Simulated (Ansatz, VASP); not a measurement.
BaTiO3 in VASP and in Ansatz

```
Ba Ti O
1.0
     3.94574    0.00000    0.00000
     0.00000    3.94574    0.00000
     0.00000    0.00000    3.96370
Ba Ti O
1 1 3
Direct
  0.00000 0.00000 0.00000
  0.50000 0.50000 0.50000
  0.50000 0.50000 0.00000
  0.50000 0.00000 0.50000
  0.00000 0.50000 0.50000
```

Change from the starting cell: volume scaled by 0.96.

Alike in both runs: task single point; functional PBEsol; k mesh 7 × 7 × 7; occupations fermi-dirac, width 0.03 eV; no spin polarisation.

```csv
,VASP,Ansatz
version,VASP 6.6.1,Ansatz 0.2.0
potentials or method,"VASP PAW PBE potentials, release 64 (Ba_sv, Ti_sv, O), cutoff 520 eV","all-electron LAPW, scalar-relativistic"
```

Ansatz gave:

```
gap on the k mesh at the Fermi level (eV)                     : 1.90
pressure (GPa)                                                : 2.6
traceless stress, the component that is largest in VASP (GPa) : -0.67
```

Q: Estimate VASP's values.

A: gap on the k mesh at the Fermi level (eV): 1.83; pressure (GPa): 4.6; traceless stress, the component that is largest in VASP (GPa): -0.69.

VASP's potentials were made for PBE, not for PBEsol. Ansatz ran all-electron here, and VASP with PAW potentials.

Neither program's run includes spin-orbit coupling.
